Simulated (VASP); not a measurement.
# MnSi (rocksalt type) (Fm-3m) in VASP: a series of runs, part 2 of 2

VASP 6.6.1. Earlier steps stand in the parts before.

## (3) Electric field gradients, PBE, collinear spin, ferromagnetic start (volume scaled by 1.02)

Input file INCAR:

```
SYSTEM = MnSi
  ALGO = Normal
  EDIFF = 1E-8
  ENCUT = 520
  GGA = PE
  ISIF = 2
  ISMEAR = -1
  ISPIN = 2
  LASPH = .TRUE.
  LCHARG = .FALSE.
  LEFG = .TRUE.
  LMAXMIX = 4
  LORBIT = 11
  LREAL = .FALSE.
  LWAVE = .FALSE.
  MAGMOM = 4 0
  NBANDS = 20
  NELM = 150
  PREC = Accurate
  SIGMA = 0.05
```

Input file KPOINTS:

```
k-points
0
G
  15 15 15
  0 0 0
```

Input file POSCAR:

```
MnSi
1.0
    0.0000000000      2.4385388430      2.4385388430
    2.4385388430      0.0000000000      2.4385388430
    2.4385388430      2.4385388430      0.0000000000
Mn Si
1 1
Direct
    0.0000000000      0.0000000000      0.0000000000
    0.5000000000      0.5000000000      0.5000000000
```

Potentials or basis: VASP PAW PBE potentials, release 64 (Mn_pv, Si).

The run is started by

```console
$ cat potpaw_PBE.64/Mn_pv/POTCAR potpaw_PBE.64/Si/POTCAR > POTCAR
$ mpirun -np 1 vasp_std > vasp.out
```

OUTCAR:

```text
SYSTEM = MnSi
   EDIFF = 1E-8
   ENCUT = 520
   GGA = PE
   ISIF = 2
   ISMEAR = -1
   ISPIN = 2
   LASPH = .TRUE.
   LORBIT = 11
   LREAL = .FALSE.
   NELM = 150
   PREC = Accurate

 ion  position               nearest neighbor table
   1  0.000  0.000  0.000-   2 2.44   2 2.44   2 2.44   2 2.44   2 2.44   2 2.44
   2  0.500  0.500  0.500-   1 2.44   1 2.44   1 2.44   1 2.44   1 2.44   1 2.44

  LATTYP: Found a face centered cubic cell.
 ALAT       =     4.8770776860

  Lattice vectors:

 A1 = (   0.0000000000,   2.4385388430,   2.4385388430)
 A2 = (   2.4385388430,   0.0000000000,   2.4385388430)
 A3 = (   2.4385388430,   2.4385388430,   0.0000000000)

Analysis of symmetry for initial positions (statically):
=====================================================================
 Subroutine PRICEL returns:
 Original cell was already a primitive cell.

 Routine SETGRP: Setting up the symmetry group for a
 face centered cubic supercell.

 Subroutine GETGRP returns: Found 48 space group operations
 (whereof 48 operations were pure point group operations)
 out of a pool of 48 trial point group operations.

The static configuration has the point symmetry O_h .

Analysis of symmetry for dynamics (positions and initial velocities):
=====================================================================
 Subroutine PRICEL returns:
 Original cell was already a primitive cell.

 Routine SETGRP: Setting up the symmetry group for a
 face centered cubic supercell.

 Subroutine GETGRP returns: Found 48 space group operations
 (whereof 48 operations were pure point group operations)
 out of a pool of 48 trial point group operations.

The dynamic configuration has the point symmetry O_h .

Analysis of structural, dynamic, and magnetic symmetry:
=====================================================================
 Subroutine PRICEL returns:
 Original cell was already a primitive cell.

 Routine SETGRP: Setting up the symmetry group for a
 face centered cubic supercell.

 Subroutine GETGRP returns: Found 48 space group operations
 (whereof 48 operations were pure point group operations)
 out of a pool of 48 trial point group operations.

The overall configuration has the point symmetry O_h .

 Subroutine INISYM returns: Found 48 space group operations
 (whereof 48 operations are pure point group operations),
 and found     1 'primitive' translations

----------------------------------------------------------------------------------------

                                     Primitive cell

  volume of cell :      29.0014

  direct lattice vectors                    reciprocal lattice vectors
     0.000000000  2.438538843  2.438538843    -0.205040818  0.205040818  0.205040818
     2.438538843  0.000000000  2.438538843     0.205040818 -0.205040818  0.205040818
     2.438538843  2.438538843  0.000000000     0.205040818  0.205040818 -0.205040818

  length of vectors
     3.448614704  3.448614704  3.448614704     0.355141115  0.355141115  0.355141115

  position of ions in fractional coordinates (direct lattice)
     0.000000000  0.000000000  0.000000000
     0.500000000  0.500000000  0.500000000

  ion indices of the primitive-cell ions
[... 101 lines left out ...]
   LHFCALC =     F    Hartree Fock is set to
   AEXX    =    0.0000 exact exchange contribution
   IVDW    =     0    specifies the selected vdW correction
   LEPSILON=     F    determine dielectric tensor
   LRPA    =     F    only Hartree local field effects (RPA)
 spin polarized calculation
  energy-cutoff  :      520.00
  volume of cell :       29.00
 maximum number of plane-waves:       801
 NGX is ok and might be reduce to    28
   NGX = 13   NGY = 13   NGZ = 13

 number of electron      17.0000005 magnetization       2.5452562

 Free energy of the ion-electron system (eV)
  ---------------------------------------------------
  ext. energy  EPLUGINS =         0.00000000
  ---------------------------------------------------
  free energy    TOTEN  =       -14.15360999 eV

  energy without entropy =      -14.14175493  energy(sigma->0) =      -14.14768246

 E-fermi :   8.5637     XC(G=0): -11.5946

 val. band max:        8.5611542227   @ k =  -0.2667   0.1333   0.0000
 cond. band min:       8.5691194007   @ k =  -0.2667   0.2000   0.0000
 fundamental gap:      0.0079651780
 Fermi energy:         8.5637413096

 spin component 1

 k-point     1 :       0.0000    0.0000    0.0000
  band No.  band energies     occupation
      1     -40.7929      1.00000
      2     -40.7929      1.00000
      3     -40.7929      1.00000
      4      -2.9004      1.00000
      5       5.8843      1.00000
      6       5.8843      1.00000
[... 541 lines left out ...]
     19      23.1656      0.00000
     20      25.3706      0.00000

 [... further k-points ...]

 spin component 2

 k-point     1 :       0.0000    0.0000    0.0000
  band No.  band energies     occupation
      1     -38.0165      1.00000
      2     -38.0165      1.00000
      3     -38.0165      1.00000
      4      -2.8577      1.00000
      5       8.0414      0.99997
      6       8.0414      0.99997
[... 541 lines left out ...]
     19      23.2244      0.00000
     20      26.1846      0.00000

 [... further k-points ...]
[... 5 lines left out ...]
  --------------------------------------------------------------------------------------
  -------------------------------------------------------------------------------------
  Total       -0.3159815     -0.3159815     -0.3159815      0.0000000      0.0000000      0.0000000
  in kB      -17.4563410    -17.4563410    -17.4563410      0.0000000      0.0000000      0.0000000
  external PRESSURE =     -17.4563410 kB  Pullay stress =       0.0000000 kB

 VOLUME and BASIS-vectors are now :
 -----------------------------------------------------------------------------
  energy-cutoff  :      520.00
  volume of cell :       29.00
      direct lattice vectors                 reciprocal lattice vectors
     0.000000000  2.438538843  2.438538843    -0.205040818  0.205040818  0.205040818
     2.438538843  0.000000000  2.438538843     0.205040818 -0.205040818  0.205040818
     2.438538843  2.438538843  0.000000000     0.205040818  0.205040818 -0.205040818

 POSITION                                       TOTAL-FORCE (eV/Angst)
 -----------------------------------------------------------------------------------
      0.00000      0.00000      0.00000         0.000000     -0.000000      0.000000
      2.43854      2.43854      2.43854        -0.000000      0.000000     -0.000000
 -----------------------------------------------------------------------------------
    total drift:                               -0.000000      0.000000      0.000000

  FREE ENERGIE OF THE ION-ELECTRON SYSTEM (eV)
  ---------------------------------------------------
  free  energy   TOTEN  =       -14.1536099858 eV

  energy  without entropy=      -14.1417549285  energy(sigma->0) =      -14.14768246

 Electric field gradients (V/A^2)
---------------------------------------------------------------------
 ion       V_xx      V_yy      V_zz      V_xy      V_xz      V_yz
---------------------------------------------------------------------
   1       0.000    -0.000     0.000    -0.003    -0.003    -0.003
   2      -0.000     0.000     0.000     0.000     0.000     0.000
---------------------------------------------------------------------

 Electric field gradients after diagonalization (V/A^2)
 (convention: |V_zz| > |V_xx| > |V_yy|)
----------------------------------------------------------------------
 ion       V_xx      V_yy      V_zz     asymmetry (V_yy - V_xx)/ V_zz
----------------------------------------------------------------------
   1       0.003     0.003    -0.007       0.000
   2      -0.000    -0.000     0.000       0.000
----------------------------------------------------------------------

           NMR quadrupolar parameters

 Cq : quadrupolar parameter    Cq=e*Q*V_zz/h
 eta: asymmetry parameters     (V_yy - V_xx)/ V_zz
 Q  : nuclear electric quadrupole moment in mb (millibarn)
----------------------------------------------------------------------
 ion       Cq(MHz)       eta       Q (mb)
----------------------------------------------------------------------
   1      -0.000       0.000       1.000
   2       0.000       0.000       1.000
----------------------------------------------------------------------

 total charge

# of ion       s       p       d       tot
------------------------------------------
    1        0.319   6.247   5.188  11.754
    2        0.788   0.889   0.000   1.676
--------------------------------------------------
tot          1.107   7.136   5.188  13.431

 magnetization (x)

# of ion       s       p       d       tot
------------------------------------------
    1        0.058   0.008   2.583   2.649
    2       -0.021  -0.094   0.000  -0.115
--------------------------------------------------
tot          0.037  -0.085   2.583   2.534
```

OSZICAR:

```text
N       E                     dE             d eps       ncg     rms          rms(c)
DAV:   1     0.125988719483E+03    0.12599E+03   -0.89193E+03  9648   0.895E+02
DAV:   2    -0.109268446666E+02   -0.13692E+03   -0.12911E+03  9864   0.264E+02
DAV:   3    -0.156646940819E+02   -0.47378E+01   -0.46829E+01 11276   0.529E+01
[... 11 lines left out ...]
DAV:  15    -0.141536098993E+02   -0.10486E-05   -0.11755E-06 10448   0.105E-02    0.204E-03
DAV:  16    -0.141536099532E+02   -0.53951E-07   -0.10297E-07 10884   0.210E-03    0.735E-04
DAV:  17    -0.141536099690E+02   -0.15779E-07   -0.11795E-08  7828   0.719E-04    0.386E-04
DAV:  18    -0.141536099812E+02   -0.12248E-07   -0.15352E-09  5232   0.335E-04    0.127E-04
DAV:  19    -0.141536099858E+02   -0.45447E-08   -0.13932E-10  5156   0.109E-04
   1 F= -.14153610E+02 E0= -.14147682E+02  d E =-.118551E-01  mag=     2.5452
```

Run time: 1.8 min. Hardware: 1 thread of AMD EPYC 9R45 (Zen 5), shared host; peak memory 0.21 GiB.

Results:

* Free energy: -14.1536 eV
* Pressure: -1.7 GPa
* Net moment: 2.55 μB per cell
* Site moments: Mn +2.65; Si -0.12 μB
* Valence electrons inside the program's atomic spheres: Mn 11.75; Si 1.68

Caveat: without QUAD_EFG the Cq values of the log hold for a quadrupole moment of 1 mb, not for the nuclei.
